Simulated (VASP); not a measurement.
Crystal: CaZnBr4.

```
Ca Zn Br
1.0
     4.82545   -4.86716    0.00000
     4.82545    4.86716    0.00000
     0.00000    0.00000    4.31859
Ca Zn Br
1 1 4
Direct
  0.50000 0.50000 0.50000
  0.00000 0.00000 0.00000
  0.79590 0.20410 0.50000
  0.30724 0.30724 0.00000
  0.69276 0.69276 0.00000
  0.20410 0.79590 0.50000
```

The cell was generated, and may not be a known phase.

| Item | Value |
| --- | --- |
| Program | VASP 6.6.1 |
| Task | relaxation of cell and atoms |
| Functional | PBE |
| Potentials or basis | VASP PAW PBE potentials, release 64 (Ca_sv, Zn, Br) |
| Cutoff | 500 eV |
| k mesh | 4 × 4 × 4 |
| Occupations | gaussian, width 0.1 eV |
| Spin | no spin polarisation |

At the start: pressure -2.3 GPa; volume 33.81 Å³/atom.

Question: How do energy, volume and symmetry change on relaxing?

Answer: Over 9 steps the energy falls by 114.5 meV/atom and the volume is 30.13 Å³/atom (-10.9 %); space group Cmmm (No. 65, to 0.1 Å) before and after.

The path:
| step | energy change (eV) | largest force (eV/Å) | pressure (GPa) | volume (Å³) |
| --- | --- | --- | --- | --- |
| 1 | 0.0000 | 1.2910 | -2.29 | 202.85 |
| 2 | -0.3618 | 1.0688 | -0.99 | 188.97 |
| 3 | -0.5373 | 0.7848 | 2.09 | 171.49 |
| 4 | -0.6551 | 0.2179 | 1.29 | 174.73 |
| 5 | -0.6554 | 0.2505 | 1.26 | 174.89 |
| 6 | -0.6830 | 0.0539 | -0.26 | 182.19 |
| 7 | -0.6839 | 0.0571 | -0.05 | 181.05 |
| 8 | -0.6858 | 0.0429 | -0.02 | 180.96 |
| 9 | -0.6870 | 0.0203 | 0.02 | 180.81 |

Final structure:
```yaml
crystal:
  lattice:
    - [4.68992, -4.72054, 0.00000]
    - [4.68992, 4.72054, 0.00000]
    - [0.00000, 0.00000, 4.08352]
  atoms:
    - { symbol: Ca, position: [0.50000, 0.50000, 0.50000] }
    - { symbol: Zn, position: [0.00000, 0.00000, 0.00000] }
    - { symbol: Br, position: [0.81696, 0.18304, 0.50000] }
    - { symbol: Br, position: [0.28791, 0.28791, 0.00000] }
    - { symbol: Br, position: [0.71209, 0.71209, 0.00000] }
    - { symbol: Br, position: [0.18304, 0.81696, 0.50000] }
```
